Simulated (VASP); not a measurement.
# SiO2 (P-4m2) in VASP: notebook

SiO2 is run at these levels: LDA; tasks: single point.

Program: VASP 6.6.1. These are calculated values, not measurements. Logs are shortened: lines on timing, memory, paths and dates and some standing lists are left out, and cuts for length are marked.

### 1 The cell of the first run

It takes space group P-4m2 (No. 115, tetragonal). Conventional cell: a = 6.736 Å, b = 6.736 Å, c = 6.088 Å, α = 90.00°, β = 90.00°, γ = 90.00°. Si (site symmetry m) has 4 O at 1.54 to 1.59 Å within 2.1 Å. Within 2.1 Å of Si (site symmetry -4m2) lie 4 O at 1.59 Å. O (site symmetry m) has 2 Si at 1.58 to 1.59 Å within 2.1 Å. Within 2.1 Å of O (site symmetry 2) lie 2 Si at 1.59 Å. Within 2.1 Å of O (site symmetry 2mm) lie 2 Si at 1.54 Å.

### 2 Single point, LDA (volume scaled by 0.91, then relaxed in part)

INCAR

```
SYSTEM = SiO2
  PREC = Accurate
  ENCUT = 520
  EDIFF = 1E-6
  ISMEAR = 0
  SIGMA = 0.02
  LREAL = Auto
  LASPH = .True.
  NELM = 100
  ALGO = Normal
  ISIF = 2
  LWAVE = .False.
  LCHARG = .False.
  GGA = CA
  NBANDS = 53
```

KPOINTS

```
Automatic mesh
0
Gamma
  4 4 4
  0 0 0
```

POSCAR

```
SiO2
1.0
    6.7361671521      0.0000000000      0.0000000000
    0.0000000000      6.7361671521      0.0000000000
    0.0000000000      0.0000000000      6.0879571828
Si O
5 10
Direct
    0.2708829400      0.0000000000      0.1191007550
    0.0000000000      0.7291170600      0.8808992450
    0.0000000000      0.2708829400      0.8808992450
    0.7291170600      0.0000000000      0.1191007550
    0.0000000000      0.0000000000      0.5000000000
    0.2031752206      0.0000000000      0.3679958357
    0.0000000000      0.7968247794      0.6320041643
    0.0000000000      0.2031752206      0.6320041643
    0.7968247794      0.0000000000      0.3679958357
    0.1967064633      0.1967064633      0.0000000000
    0.1967064633      0.8032935367      0.0000000000
    0.8032935367      0.1967064633      0.0000000000
    0.8032935367      0.8032935367      0.0000000000
    0.5000000000      0.0000000000      0.1101943489
    0.0000000000      0.5000000000      0.8898056511
```

Potentials or basis: VASP PAW LDA potentials, release 64 (Si, O).

Started as:

```console
$ cat potpaw_LDA.64/Si/POTCAR potpaw_LDA.64/O/POTCAR > POTCAR
$ mpirun -np 1 vasp_std > vasp.out
```

OUTCAR:

```text
SYSTEM = SiO2
   PREC = Accurate
   ENCUT = 520
   EDIFF = 1E-6
   ISMEAR = 0
   LREAL = Auto
   LASPH = .True.
   NELM = 100
   ISIF = 2
   GGA = CA

 ion  position               nearest neighbor table
   1  0.271  0.000  0.119-  14 1.54   6 1.58  11 1.59  10 1.59   5 2.95   3 2.96   2 2.96   4 3.09

   2  0.000  0.729  0.881-  15 1.54   7 1.58  13 1.59  11 1.59   5 2.95   4 2.96   1 2.96   3 3.09

   3  0.000  0.271  0.881-  15 1.54   8 1.58  12 1.59  10 1.59   5 2.95   4 2.96   1 2.96   2 3.09

   4  0.729  0.000  0.119-  14 1.54   9 1.58  13 1.59  12 1.59   5 2.95   3 2.96   2 2.96   1 3.09

   5  0.000  0.000  0.500-   6 1.59   7 1.59   8 1.59   9 1.59   1 2.95   2 2.95   3 2.95   4 2.95

   6  0.203  0.000  0.368-   1 1.58   5 1.59
   7  0.000  0.797  0.632-   2 1.58   5 1.59
   8  0.000  0.203  0.632-   3 1.58   5 1.59
   9  0.797  0.000  0.368-   4 1.58   5 1.59
  10  0.197  0.197  0.000-   1 1.59   3 1.59
  11  0.197  0.803  0.000-   1 1.59   2 1.59
  12  0.803  0.197  0.000-   3 1.59   4 1.59
  13  0.803  0.803  0.000-   2 1.59   4 1.59
  14  0.500  0.000  0.110-   1 1.54   4 1.54
  15  0.000  0.500  0.890-   2 1.54   3 1.54

  LATTYP: Found a simple tetragonal cell.
 ALAT       =     6.7361671521
 C/A-ratio  =     0.9037716917

  Lattice vectors:

 A1 = (   6.7361671521,   0.0000000000,   0.0000000000)
 A2 = (   0.0000000000,   6.7361671521,   0.0000000000)
 A3 = (   0.0000000000,   0.0000000000,   6.0879571828)

Analysis of symmetry for initial positions (statically):
=====================================================================
 Subroutine PRICEL returns:
 Original cell was already a primitive cell.

 Routine SETGRP: Setting up the symmetry group for a
 simple tetragonal supercell.

 Subroutine GETGRP returns: Found  8 space group operations
 (whereof  8 operations were pure point group operations)
 out of a pool of 16 trial point group operations.

The static configuration has the point symmetry D_2d.

Analysis of symmetry for dynamics (positions and initial velocities):
=====================================================================
 Subroutine PRICEL returns:
 Original cell was already a primitive cell.

 Routine SETGRP: Setting up the symmetry group for a
 simple tetragonal supercell.

 Subroutine GETGRP returns: Found  8 space group operations
 (whereof  8 operations were pure point group operations)
 out of a pool of 16 trial point group operations.

The dynamic configuration has the point symmetry D_2d.

 Subroutine INISYM returns: Found  8 space group operations
 (whereof  8 operations are pure point group operations),
 and found     1 'primitive' translations

----------------------------------------------------------------------------------------

                                     Primitive cell

  volume of cell :     276.2468

  direct lattice vectors                    reciprocal lattice vectors
     6.736167152  0.000000000  0.000000000     0.148452373  0.000000000  0.000000000
     0.000000000  6.736167152  0.000000000     0.000000000  0.148452373  0.000000000
     0.000000000  0.000000000  6.087957183     0.000000000  0.000000000  0.164258711

  length of vectors
     6.736167152  6.736167152  6.087957183     0.148452373  0.148452373  0.164258711

  position of ions in fractional coordinates (direct lattice)
     0.270882940  0.000000000  0.119100755
     0.000000000  0.729117060  0.880899245
     0.000000000  0.270882940  0.880899245
     0.729117060  0.000000000  0.119100755
     0.000000000  0.000000000  0.500000000
     0.203175221  0.000000000  0.367995836
     0.000000000  0.796824779  0.632004164
     0.000000000  0.203175221  0.632004164
     0.796824779  0.000000000  0.367995836
     0.196706463  0.196706463  0.000000000
     0.196706463  0.803293537  0.000000000
     0.803293537  0.196706463  0.000000000
     0.803293537  0.803293537  0.000000000
     0.500000000  0.000000000  0.110194349
     0.000000000  0.500000000  0.889805651

  ion indices of the primitive-cell ions
   primitive index   ion index
                 1           1
                 2           2
                 3           3
                 4           4
                 5           5
                 6           6
                 7           7
                 8           8
                 9           9
                10          10
                11          11
                12          12
                13          13
                14          14
                15          15

----------------------------------------------------------------------------------------

 KPOINTS: Automatic mesh

Automatic generation of k-mesh.
 Grid dimensions read from file:
 generate k-points for:    4    4    4

 Generating k-lattice:

  Cartesian coordinates                     Fractional coordinates (reciprocal lattice)
     0.037113093  0.000000000  0.000000000     0.250000000  0.000000000  0.000000000
     0.000000000  0.037113093  0.000000000     0.000000000  0.250000000  0.000000000
     0.000000000  0.000000000  0.041064678     0.000000000  0.000000000  0.250000000

  Length of vectors
     0.037113093  0.037113093  0.041064678

  Shift w.r.t. Gamma in fractional coordinates (k-lattice)
     0.000000000  0.000000000  0.000000000

 Subroutine IBZKPT returns following result:
 ===========================================

 Found     18 irreducible k-points:

 Following reciprocal coordinates:
            Coordinates               Weight
  0.000000  0.000000  0.000000      1.000000
  0.250000  0.000000  0.000000      4.000000
  0.500000  0.000000  0.000000      2.000000
  0.250000  0.250000  0.000000      4.000000
  0.500000  0.250000  0.000000      4.000000
  0.500000  0.500000  0.000000      1.000000
[... 10 lines left out ...]
  0.500000  0.250000  0.500000      4.000000
  0.500000  0.500000  0.500000      1.000000
   k-points           NKPTS =     18   k-points in BZ     NKDIM =     18   number of bands    NBANDS=     53
   number of dos      NEDOS =    301   number of ions     NIONS =     15
   total plane-waves  NPLWV = 120000
   dimension x,y,z NGX =    50 NGY =   50 NGZ =   48
   dimension x,y,z NGXF=   100 NGYF=  100 NGZF=   96
   ions per type =               5  10
   NGX,Y,Z   is equivalent  to a cutoff of  12.34, 12.34, 13.11 a.u.
   NGXF,Y,Z  is equivalent  to a cutoff of  24.68, 24.68, 26.22 a.u.
 SYSTEM =  SiO2
   PREC   = accura    normal or accurate (medium, high low for compatibility)
   ISTART =      0    job   : 0-new  1-cont  2-samecut
   ICHARG =      2    charge: 1-file 2-atom 10-const
   ISPIN  =      1    spin polarized calculation?
   LNONCOLLINEAR =      F non collinear calculations
   LSORBIT =      F    spin-orbit coupling
   LASPH  =      T    aspherical Exc in radial PAW
   ENCUT  =  520.0 eV  38.22 Ry    6.18 a.u.  12.52 12.52 11.32*2*pi/ulx,y,z
   NELM   =    100;   NELMIN=  2; NELMDL= -5     # of ELM steps
   EDIFF  = 0.1E-05   stopping-criterion for ELM
   LREAL  =      T    real-space projection
   EDIFFG = 0.1E-04   stopping-criterion for IOM
   NSW    =      0    number of steps for IOM
   IBRION =     -1    ionic relax: 0-MD 1-quasi-New 2-CG
   NFREE  =      0    steps in history (QN), initial steepest desc. (CG)
   ISIF   =      2    stress and relaxation
   ISYM   =      2    0-nonsym 1-usesym 2-fastsym
   POTIM  = 0.5000    time-step for ionic-motion
   TEBEG  =    0.0;   TEEND  =   0.0 temperature during run
   PSTRESS=    0.0 pullay stress
   NELECT =      80.0000    total number of electrons
   NUPDOWN=      -1.0000    fix difference up-down
   EMIN   =  10.00;   EMAX   =-10.00  energy-range for DOS
   EFERMI =   0.00;   METHOD = LEGACY
   ISMEAR =     0;   SIGMA  =   0.02  broadening in eV -4-tet -1-fermi 0-gaus
   EFERMI_NEDOS =   21; number of points for ismear=-14 and -15
   IALGO  =     38    algorithm
   IMIX   =      4    mixing-type and parameters
     AMIX     =   0.40;   BMIX     =  1.00
     AMIX_MAG =   1.60;   BMIX_MAG =  1.00
  volume/ion in A,a.u.               =      18.42       124.28
  Fermi-wavevector in a.u.,A,eV,Ry     =   1.083110  2.046780 15.961353  1.173126
  Thomas-Fermi vector in A             =   2.219168
   LORBIT       =      0    0 simple, 1 ext, 2 COOP (PROOUT), +10 PAW based schemes
   GGA     = CA    functional components
   LHFCALC =     F    Hartree Fock is set to
   AEXX    =    0.0000 exact exchange contribution
   IVDW    =     0    specifies the selected vdW correction
   LEPSILON=     F    determine dielectric tensor
   LRPA    =     F    only Hartree local field effects (RPA)
 non-spin polarized calculation
 Gauss-broadening in eV      SIGMA  =   0.02
  energy-cutoff  :      520.00
  volume of cell :      276.25
 maximum number of plane-waves:      7470
   NGX = 25   NGY = 25   NGZ = 23

 number of electron      80.0000000 magnetization

 Free energy of the ion-electron system (eV)
  ---------------------------------------------------
  ext. energy  EPLUGINS =         0.00000000
  ---------------------------------------------------
  free energy    TOTEN  =      -128.41868891 eV

  energy without entropy =     -128.41868891  energy(sigma->0) =     -128.41868891

 E-fermi :  -1.7427     XC(G=0):  -7.2368

 val. band max:       -1.8461893751   @ k =   0.5000   0.5000   0.0000
 cond. band min:       3.7439058218   @ k =   0.0000   0.0000   0.0000
 fundamental gap:      5.5900951969
 Fermi energy:        -1.7426783617

 k-point     1 :       0.0000    0.0000    0.0000
  band No.  band energies     occupation
      1     -21.6405      2.00000
      2     -20.3327      2.00000
      3     -20.2904      2.00000
      4     -20.2904      2.00000
      5     -20.2842      2.00000
      6     -19.3132      2.00000
[... 44 lines left out ...]
     51       8.2169      0.00000
     52       8.2680      0.00000

 k-point     2 :       0.2500    0.0000    0.0000
  band No.  band energies     occupation
      1     -21.5839      2.00000
      2     -20.6759      2.00000
      3     -20.2909      2.00000
      4     -20.2881      2.00000
      5     -19.9869      2.00000
      6     -19.3053      2.00000
[... 44 lines left out ...]
     51       8.4145      0.00000
     52       8.4658      0.00000

 k-point     3 :       0.5000    0.0000    0.0000
  band No.  band energies     occupation
      1     -21.5088      2.00000
      2     -20.8680      2.00000
      3     -20.2886      2.00000
      4     -20.2858      2.00000
      5     -19.8626      2.00000
      6     -19.3046      2.00000
[... 44 lines left out ...]
     51       8.5347      0.00000
     52       8.9188      0.00000
[... 716 lines left out ...]
 k-point    17 :       0.5000    0.2500    0.5000
  band No.  band energies     occupation
      1     -21.1673      2.00000
      2     -20.8790      2.00000
      3     -20.8595      2.00000
      4     -20.5207      2.00000
      5     -19.4016      2.00000
      6     -19.3160      2.00000
[... 44 lines left out ...]
     51       8.1107      0.00000
     52       8.2482      0.00000

 k-point    18 :       0.5000    0.5000    0.5000
  band No.  band energies     occupation
      1     -20.9496      2.00000
      2     -20.8659      2.00000
      3     -20.8583      2.00000
      4     -20.8583      2.00000
      5     -19.3153      2.00000
      6     -19.3153      2.00000
[... 44 lines left out ...]
     51       7.9746      0.00000
     52       8.0302      0.00000
 [bands above 52 left out]

------------------------ aborting loop because EDIFF is reached ----------------------------------------

  FORCE on cell =-STRESS in cart. coord.  units (eV):
  Direction    XX          YY          ZZ          XY          YZ          ZX
  --------------------------------------------------------------------------------------
  -------------------------------------------------------------------------------------
  Total       16.2728057     16.2728057     16.2180315      0.0000000      0.0000000      0.0000000
  in kB       94.3790762     94.3790762     94.0613963      0.0000000      0.0000000      0.0000000
  external PRESSURE =      94.2731829 kB  Pullay stress =       0.0000000 kB

 VOLUME and BASIS-vectors are now :
 -----------------------------------------------------------------------------
  energy-cutoff  :      520.00
  volume of cell :      276.25
      direct lattice vectors                 reciprocal lattice vectors
     6.736167152  0.000000000  0.000000000     0.148452373  0.000000000  0.000000000
     0.000000000  6.736167152  0.000000000     0.000000000  0.148452373  0.000000000
     0.000000000  0.000000000  6.087957183     0.000000000  0.000000000  0.164258711

 POSITION                                       TOTAL-FORCE (eV/Angst)
 -----------------------------------------------------------------------------------
      1.82471      0.00000      0.72508         0.100765      0.000000      0.017536
      0.00000      4.91145      5.36288         0.000000     -0.100765     -0.017536
      0.00000      1.82471      5.36288         0.000000      0.100765     -0.017536
      4.91145      0.00000      0.72508        -0.100765      0.000000      0.017536
      0.00000      0.00000      3.04398         0.000000      0.000000      0.000000
      1.36862      0.00000      2.24034         0.028169      0.000000      0.017820
      0.00000      5.36754      3.84761         0.000000     -0.028169     -0.017820
      0.00000      1.36862      3.84761         0.000000      0.028169     -0.017820
      5.36754      0.00000      2.24034        -0.028169      0.000000      0.017820
      1.32505      1.32505      0.00000         0.013309      0.013309      0.000000
      1.32505      5.41112      0.00000         0.013309     -0.013309      0.000000
      5.41112      1.32505      0.00000        -0.013309      0.013309      0.000000
      5.41112      5.41112      0.00000        -0.013309     -0.013309      0.000000
      3.36808      0.00000      0.67086         0.000000      0.000000     -0.004959
      0.00000      3.36808      5.41710         0.000000      0.000000      0.004959
 -----------------------------------------------------------------------------------
    total drift:                                0.000000      0.000000      0.000000

  FREE ENERGIE OF THE ION-ELECTRON SYSTEM (eV)
  ---------------------------------------------------
  free  energy   TOTEN  =      -128.4186889089 eV

  energy  without entropy=     -128.4186889089  energy(sigma->0) =     -128.41868891
```

It took 3.1 min on 1 thread of Intel Xeon 6975P-C (Granite Rapids), shared host; peak memory 0.35 GiB.

Results:

* Free energy: -128.4187 eV
* Pressure: 9.4 GPa
* Largest force: 0.102 eV/Å
* Band gap on the k mesh: 5.59 eV, indirect (least direct gap 5.65 eV)

Forces on the atoms (eV/Å):
```
Si   0.101  0.000  0.018
Si   0.000 -0.101 -0.018
Si   0.000  0.101 -0.018
Si  -0.101  0.000  0.018
Si   0.000  0.000  0.000
O    0.028  0.000  0.018
O    0.000 -0.028 -0.018
O    0.000  0.028 -0.018
O   -0.028  0.000  0.018
O    0.013  0.013  0.000
O    0.013 -0.013  0.000
O   -0.013  0.013  0.000
O   -0.013 -0.013  0.000
O    0.000  0.000 -0.005
O    0.000  0.000  0.005
```

### 3 Single point, LDA (volume scaled by 0.94, then relaxed in part)

Changes to INCAR since step 2:

```diff
@@ -3,3 +3,3 @@
   ENCUT = 520
-  EDIFF = 1E-6
+  EDIFF = 1E-7
   ISMEAR = 0
```

KPOINTS is that of step 2.

POSCAR

```
SiO2
1.0
    6.7767297426      0.0000000000      0.0000000000
    0.0000000000      6.7767297426      0.0000000000
    0.0000000000      0.0000000000      6.2136019534
Si O
5 10
Direct
    0.2701398910      0.0000000000      0.1193353605
    0.0000000000      0.7298601090      0.8806646395
    0.0000000000      0.2701398910      0.8806646395
    0.7298601090      0.0000000000      0.1193353605
    0.0000000000      0.0000000000      0.5000000000
    0.1986831485      0.0000000000      0.3631486841
    0.0000000000      0.8013168515      0.6368513159
    0.0000000000      0.1986831485      0.6368513159
    0.8013168515      0.0000000000      0.3631486841
    0.1950960339      0.1950960339      0.0000000000
    0.1950960339      0.8049039661      0.0000000000
    0.8049039661      0.1950960339      0.0000000000
    0.8049039661      0.8049039661      0.0000000000
    0.5000000000      0.0000000000      0.1161890005
    0.0000000000      0.5000000000      0.8838109995
```

Potentials or basis: VASP PAW LDA potentials, release 64 (Si, O).

Started as:

```console
$ cat potpaw_LDA.64/Si/POTCAR potpaw_LDA.64/O/POTCAR > POTCAR
$ mpirun -np 1 vasp_std > vasp.out
```

It took 3.2 min on 1 thread of Intel Xeon 6975P-C (Granite Rapids), shared host; peak memory 0.34 GiB.

It converged, with:

```
Free energy            : -128.8668 eV
Pressure               : 6.3 GPa
Largest force          : 0.099 eV/Å
Band gap on the k mesh : 5.66 eV, indirect (least direct gap 5.72 eV)
```

Forces on the atoms (eV/Å):
```
Si   0.098  0.000  0.018
Si   0.000 -0.098 -0.018
Si   0.000  0.098 -0.018
Si  -0.098  0.000  0.018
Si   0.000  0.000  0.000
O    0.018  0.000  0.022
O    0.000 -0.018 -0.022
O    0.000  0.018 -0.022
O   -0.018  0.000  0.022
O    0.017  0.017  0.000
O    0.017 -0.017  0.000
O   -0.017  0.017  0.000
O   -0.017 -0.017  0.000
O    0.000  0.000 -0.014
O    0.000  0.000  0.014
```

Levels at points of the mesh, in eV from the valence-band top:
```csv
k point,band 36,band 37,band 38,band 39,band 40,band 41,band 42,band 43,band 44,band 45
"(0.00, 0.00, 0.00)",-1.14,-1.11,-0.89,-0.89,-0.06,5.66,8.38,8.69,9.25,9.25
"(0.50, 0.00, 0.00)",-1.10,-1.04,-0.68,-0.49,-0.02,6.40,7.23,8.59,9.00,9.27
"(0.50, 0.50, 0.00)",-1.39,-0.49,-0.49,-0.48,0.00,7.04,7.89,7.89,8.01,9.02
"(0.00, 0.00, 0.50)",-1.05,-1.05,-0.77,-0.55,-0.55,6.74,7.25,8.27,8.70,9.31
"(0.50, 0.00, 0.50)",-1.12,-0.82,-0.54,-0.50,-0.30,7.34,7.90,8.05,8.16,8.48
"(0.50, 0.50, 0.50)",-1.14,-0.66,-0.36,-0.30,-0.30,7.70,8.40,8.54,8.59,8.59
```

 A k mesh can miss the band edges.

(Continued in part 2 of 2.)
